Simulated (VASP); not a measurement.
# ScAl3 (Pm-3m) in VASP: further runs

ScAl3 is run at these levels: PBEsol; tasks: single point.

All numbers are computed with VASP 6.6.1; they aren't measurements. Logs are shortened: lines on timing, memory, paths and dates and some standing lists are left out, and cuts for length are marked.

**1. The cell of the first run**

The structure is cubic, space group Pm-3m (No. 221). Conventional cell: a = 4.088 Å, b = 4.088 Å, c = 4.088 Å, α = 90.00°, β = 90.00°, γ = 90.00°. Within 3.8 Å of Sc (site symmetry m-3m) lie 12 Al at 2.89 Å. Within 3.8 Å of Al (site symmetry 4/mmm) lie 4 Sc at 2.89 Å and 8 Al at 2.89 Å.

**2. Single point, PBEsol**

Contents of INCAR:

```
ALGO = Normal ; EDIFF = 1E-7
ENCUT = 520 ; GGA = PS
ISIF = 2 ; ISMEAR = 1
LASPH = T ; LCHARG = F
LREAL = F ; LWAVE = F
NBANDS = 18 ; NELM = 80
PREC = Accurate ; SIGMA = 0.1
```

Contents of KPOINTS:

```
k-points
0
Gamma
  6 6 6
```

Contents of POSCAR:

```
ScAl3
1.0
    4.0878070000      0.0000000000      0.0000000000
    0.0000000000      4.0878070000      0.0000000000
    0.0000000000      0.0000000000      4.0878070000
Sc Al
1 3
Direct
    0.0000000000      0.0000000000      0.0000000000
    0.5000000000      0.0000000000      0.5000000000
    0.0000000000      0.5000000000      0.5000000000
    0.5000000000      0.5000000000      0.0000000000
```

Potentials or basis: VASP PAW PBE potentials, release 64 (Sc_sv, Al).

Started as:

```
$ cat potpaw_PBE.64/Sc_sv/POTCAR potpaw_PBE.64/Al/POTCAR > POTCAR
$ mpirun -np 1 vasp_std > vasp.out
```

OUTCAR:

```text
EDIFF = 1E-7
   ENCUT = 520
   GGA = PS
   ISIF = 2
   ISMEAR = 1
   LASPH = T
   LREAL = F
   NELM = 80
   PREC = Accurate

 ion  position               nearest neighbor table
   1  0.000  0.000  0.000-   2 2.89   3 2.89   4 2.89   2 2.89   3 2.89   3 2.89   4 2.89   3 2.89
                             2 2.89   4 2.89   2 2.89   4 2.89
   2  0.500  0.000  0.500-   1 2.89   3 2.89   4 2.89   1 2.89   4 2.89   3 2.89   4 2.89   4 2.89
                             1 2.89   3 2.89   1 2.89   3 2.89
   3  0.000  0.500  0.500-   1 2.89   2 2.89   4 2.89   1 2.89   4 2.89   1 2.89   2 2.89   1 2.89
                             2 2.89   4 2.89   4 2.89   2 2.89
   4  0.500  0.500  0.000-   1 2.89   2 2.89   3 2.89   2 2.89   3 2.89   1 2.89   2 2.89   2 2.89
                             1 2.89   3 2.89   3 2.89   1 2.89

  LATTYP: Found a simple cubic cell.
 ALAT       =     4.0878070000

  Lattice vectors:

 A1 = (   4.0878070000,   0.0000000000,   0.0000000000)
 A2 = (   0.0000000000,   4.0878070000,   0.0000000000)
 A3 = (   0.0000000000,   0.0000000000,   4.0878070000)

Analysis of symmetry for initial positions (statically):
=====================================================================
 Subroutine PRICEL returns:
 Original cell was already a primitive cell.

 Routine SETGRP: Setting up the symmetry group for a
 simple cubic supercell.

 Subroutine GETGRP returns: Found 48 space group operations
 (whereof 48 operations were pure point group operations)
 out of a pool of 48 trial point group operations.

The static configuration has the point symmetry O_h .

Analysis of symmetry for dynamics (positions and initial velocities):
=====================================================================
 Subroutine PRICEL returns:
 Original cell was already a primitive cell.

 Routine SETGRP: Setting up the symmetry group for a
 simple cubic supercell.

 Subroutine GETGRP returns: Found 48 space group operations
 (whereof 48 operations were pure point group operations)
 out of a pool of 48 trial point group operations.

The dynamic configuration has the point symmetry O_h .

 Subroutine INISYM returns: Found 48 space group operations
 (whereof 48 operations are pure point group operations),
 and found     1 'primitive' translations

----------------------------------------------------------------------------------------

                                     Primitive cell

  volume of cell :      68.3079

  direct lattice vectors                    reciprocal lattice vectors
     4.087807000  0.000000000  0.000000000     0.244629945  0.000000000  0.000000000
     0.000000000  4.087807000  0.000000000     0.000000000  0.244629945  0.000000000
     0.000000000  0.000000000  4.087807000     0.000000000  0.000000000  0.244629945

  length of vectors
     4.087807000  4.087807000  4.087807000     0.244629945  0.244629945  0.244629945

  position of ions in fractional coordinates (direct lattice)
     0.000000000  0.000000000  0.000000000
     0.500000000  0.000000000  0.500000000
     0.000000000  0.500000000  0.500000000
     0.500000000  0.500000000  0.000000000

  ion indices of the primitive-cell ions
   primitive index   ion index
                 1           1
                 2           2
                 3           3
                 4           4

----------------------------------------------------------------------------------------

 KPOINTS: k-points

Automatic generation of k-mesh.
 Grid dimensions read from file:
 generate k-points for:    6    6    6

 Generating k-lattice:

  Cartesian coordinates                     Fractional coordinates (reciprocal lattice)
     0.040771657  0.000000000  0.000000000     0.166666667  0.000000000  0.000000000
     0.000000000  0.040771657  0.000000000     0.000000000  0.166666667  0.000000000
     0.000000000  0.000000000  0.040771657     0.000000000  0.000000000  0.166666667

  Length of vectors
     0.040771657  0.040771657  0.040771657

  Shift w.r.t. Gamma in fractional coordinates (k-lattice)
     0.000000000  0.000000000  0.000000000

 Subroutine IBZKPT returns following result:
 ===========================================

 Found     20 irreducible k-points:

 Following reciprocal coordinates:
            Coordinates               Weight
  0.000000  0.000000  0.000000      1.000000
  0.166667  0.000000  0.000000      6.000000
  0.333333  0.000000  0.000000      6.000000
  0.500000  0.000000  0.000000      3.000000
  0.166667  0.166667  0.000000     12.000000
  0.333333  0.166667  0.000000     24.000000
[... 12 lines left out ...]
  0.500000  0.500000  0.333333      6.000000
  0.500000  0.500000  0.500000      1.000000
   k-points           NKPTS =     20   k-points in BZ     NKDIM =     20   number of bands    NBANDS=     18
   number of dos      NEDOS =    301   number of ions     NIONS =      4
   total plane-waves  NPLWV =  27000
   dimension x,y,z NGX =    30 NGY =   30 NGZ =   30
   dimension x,y,z NGXF=    60 NGYF=   60 NGZF=   60
   ions per type =               1   3
   NGX,Y,Z   is equivalent  to a cutoff of  12.20, 12.20, 12.20 a.u.
   NGXF,Y,Z  is equivalent  to a cutoff of  24.40, 24.40, 24.40 a.u.
 SYSTEM =  unknown system
   PREC   = accura    normal or accurate (medium, high low for compatibility)
   ISTART =      0    job   : 0-new  1-cont  2-samecut
   ICHARG =      2    charge: 1-file 2-atom 10-const
   ISPIN  =      1    spin polarized calculation?
   LNONCOLLINEAR =      F non collinear calculations
   LSORBIT =      F    spin-orbit coupling
   LASPH  =      T    aspherical Exc in radial PAW
   ENCUT  =  520.0 eV  38.22 Ry    6.18 a.u.   7.60  7.60  7.60*2*pi/ulx,y,z
   NELM   =     80;   NELMIN=  2; NELMDL= -5     # of ELM steps
   EDIFF  = 0.1E-06   stopping-criterion for ELM
   LREAL  =      F    real-space projection
   EDIFFG = 0.1E-05   stopping-criterion for IOM
   NSW    =      0    number of steps for IOM
   IBRION =     -1    ionic relax: 0-MD 1-quasi-New 2-CG
   NFREE  =      0    steps in history (QN), initial steepest desc. (CG)
   ISIF   =      2    stress and relaxation
   ISYM   =      2    0-nonsym 1-usesym 2-fastsym
   POTIM  = 0.5000    time-step for ionic-motion
   TEBEG  =    0.0;   TEEND  =   0.0 temperature during run
   PSTRESS=    0.0 pullay stress
   NELECT =      20.0000    total number of electrons
   NUPDOWN=      -1.0000    fix difference up-down
   EMIN   =  10.00;   EMAX   =-10.00  energy-range for DOS
   EFERMI =   0.00;   METHOD = LEGACY
   ISMEAR =     1;   SIGMA  =   0.10  broadening in eV -4-tet -1-fermi 0-gaus
   EFERMI_NEDOS =   21; number of points for ismear=-14 and -15
   IALGO  =     38    algorithm
   IMIX   =      4    mixing-type and parameters
     AMIX     =   0.40;   BMIX     =  1.00
     AMIX_MAG =   1.60;   BMIX_MAG =  1.00
  volume/ion in A,a.u.               =      17.08       115.24
  Fermi-wavevector in a.u.,A,eV,Ry     =   1.087079  2.054281 16.078560  1.181741
  Thomas-Fermi vector in A             =   2.223230
   LORBIT       =      0    0 simple, 1 ext, 2 COOP (PROOUT), +10 PAW based schemes
   GGA     = PS    functional components
   LHFCALC =     F    Hartree Fock is set to
   AEXX    =    0.0000 exact exchange contribution
   IVDW    =     0    specifies the selected vdW correction
   LEPSILON=     F    determine dielectric tensor
   LRPA    =     F    only Hartree local field effects (RPA)
 non-spin polarized calculation
 Methfessel and Paxton  Order N= 1 SIGMA  =   0.10
  energy-cutoff  :      520.00
  volume of cell :       68.31
 maximum number of plane-waves:      1856
   NGX = 15   NGY = 15   NGZ = 15

 number of electron      19.9999996 magnetization

 Free energy of the ion-electron system (eV)
  ---------------------------------------------------
  ext. energy  EPLUGINS =         0.00000000
  ---------------------------------------------------
  free energy    TOTEN  =       -20.74775754 eV

  energy without entropy =      -20.74654698  energy(sigma->0) =      -20.74735402

 E-fermi :   7.3288     XC(G=0): -10.4986

 val. band max:        7.3171292535   @ k =   0.1667   0.1667   0.0000
 cond. band min:       7.4428114699   @ k =   0.3333   0.1667   0.0000
 fundamental gap:      0.1256822163
 Fermi energy:         7.3288387272

 k-point     1 :       0.0000    0.0000    0.0000
  band No.  band energies     occupation
      1     -41.5419      2.00000
      2     -20.3413      2.00000
      3     -20.3413      2.00000
      4     -20.3413      2.00000
      5      -2.8175      2.00000
      6       4.5717      2.00000
[... 10 lines left out ...]
     17      12.5059      0.00000
     18      12.5059      0.00000

 k-point     2 :       0.1667    0.0000    0.0000
  band No.  band energies     occupation
      1     -41.5416      2.00000
      2     -20.3497      2.00000
      3     -20.3407      2.00000
      4     -20.3407      2.00000
      5      -2.5620      2.00000
      6       3.0451      2.00000
[... 10 lines left out ...]
     17      12.5562      0.00000
     18      12.5562      0.00000

 k-point     3 :       0.3333    0.0000    0.0000
  band No.  band energies     occupation
      1     -41.5409      2.00000
      2     -20.3663      2.00000
      3     -20.3394      2.00000
      4     -20.3394      2.00000
      5      -1.8207      2.00000
      6       1.1615      2.00000
[... 10 lines left out ...]
     17      11.7161      0.00000
     18      12.7942      0.00000

 k-point     4 :       0.5000    0.0000    0.0000
  band No.  band energies     occupation
      1     -41.5405      2.00000
      2     -20.3746      2.00000
      3     -20.3387      2.00000
      4     -20.3387      2.00000
      5      -0.9385      2.00000
      6      -0.1224      2.00000
[... 291 lines left out ...]
      4     -20.3588      2.00000
      5       0.6781      2.00000
      6       1.6340      2.00000
[... 10 lines left out ...]
     17      11.6236      0.00000
     18      14.4647      0.00000

 k-point    19 :       0.5000    0.5000    0.3333
  band No.  band energies     occupation
      1     -41.5384      2.00000
      2     -20.3666      2.00000
      3     -20.3666      2.00000
      4     -20.3582      2.00000
      5       1.4006      2.00000
      6       2.1132      2.00000
[... 10 lines left out ...]
     17      11.2699      0.00000
     18      15.8571      0.00000

 k-point    20 :       0.5000    0.5000    0.5000
  band No.  band energies     occupation
      1     -41.5381      2.00000
      2     -20.3655      2.00000
      3     -20.3655      2.00000
      4     -20.3655      2.00000
      5       2.4135      2.00000
      6       2.4135      2.00000
[... 10 lines left out ...]
     17      11.2526      0.00000
     18      18.1129      0.00000

------------------------ aborting loop because EDIFF is reached ----------------------------------------

  FORCE on cell =-STRESS in cart. coord.  units (eV):
  Direction    XX          YY          ZZ          XY          YZ          ZX
  --------------------------------------------------------------------------------------
  -------------------------------------------------------------------------------------
  Total       -0.4756686     -0.4756686     -0.4756686      0.0000000      0.0000000     -0.0000000
  in kB      -11.1569091    -11.1569091    -11.1569091      0.0000000      0.0000000     -0.0000000
  external PRESSURE =     -11.1569091 kB  Pullay stress =       0.0000000 kB

 VOLUME and BASIS-vectors are now :
 -----------------------------------------------------------------------------
  energy-cutoff  :      520.00
  volume of cell :       68.31
      direct lattice vectors                 reciprocal lattice vectors
     4.087807000  0.000000000  0.000000000     0.244629945  0.000000000  0.000000000
     0.000000000  4.087807000  0.000000000     0.000000000  0.244629945  0.000000000
     0.000000000  0.000000000  4.087807000     0.000000000  0.000000000  0.244629945

 POSITION                                       TOTAL-FORCE (eV/Angst)
 -----------------------------------------------------------------------------------
      0.00000      0.00000      0.00000         0.000000      0.000000      0.000000
      2.04390      0.00000      2.04390         0.000000      0.000000      0.000000
      0.00000      2.04390      2.04390         0.000000      0.000000      0.000000
      2.04390      2.04390      0.00000         0.000000      0.000000      0.000000
 -----------------------------------------------------------------------------------
    total drift:                                0.000000     -0.000000      0.000000

  FREE ENERGIE OF THE ION-ELECTRON SYSTEM (eV)
  ---------------------------------------------------
  free  energy   TOTEN  =       -20.7477575378 eV

  energy  without entropy=      -20.7465469801  energy(sigma->0) =      -20.74735402
```

Wall time 18 s (1 thread of Intel Xeon Platinum 8559C (Emerald Rapids), shared host); peak memory 0.18 GiB.

Results:

- Free energy: -20.7478 eV
- Pressure: -1.1 GPa
- Band gap on the k mesh: zero (band 10 reaches 8.08 eV, above the bottom of band 11 at 4.25 eV)

Levels at points of the mesh, in eV from the Fermi level:
```
           k point  band 6  band 7  band 8  band 9  band 10  band 11  band 12  band 13  band 14  band 15
(0.00, 0.00, 0.00)   -2.76   -2.76   -1.93   -1.93    -1.93     1.11     1.17     1.17     1.17     4.66
(0.50, 0.00, 0.00)   -7.45   -1.84   -1.84   -1.62     0.76     0.88     0.88     1.22     1.50     2.03
(0.50, 0.50, 0.00)   -5.74   -5.74   -4.50   -0.67    -0.67     1.09     1.24     1.93     2.36     3.31
(0.50, 0.50, 0.50)   -4.92   -4.92   -4.59   -3.08    -3.08    -3.08     0.78     2.47     2.47     3.92
```

Caveat: the PAW data sets were made with another functional, which shifts forces and pressure a little.

(Continued in part 2 of 2.)
